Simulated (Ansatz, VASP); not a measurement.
**Al in VASP and in Ansatz**

```
Al
1.0
     0.00000    3.00141    3.00141
     3.00141    0.00000    3.00141
     3.00141    3.00141    0.00000
Al
2
Direct
  0.12500 0.12500 0.12500
  0.87500 0.87500 0.87500
```

Alike in both runs: task single point; functional revPBE; k mesh 10 × 10 × 10; occupations fermi-dirac, width 0.1 eV; no spin polarisation.

|  | VASP | Ansatz |
| --- | --- | --- |
| version | VASP 6.6.1 | Ansatz 0.2.0 |
| potentials or method | VASP PAW PBE potentials, release 64 (Al), cutoff 520 eV | plane waves (420 eV) with PAW, scalar-relativistic |
| valence electrons in the cell | 6 | 6 |

```csv
,VASP,Ansatz,Ansatz less VASP
pressure (GPa),1.5,1.6,+0.06
```

VASP's potentials were made for PBE, not for revPBE.
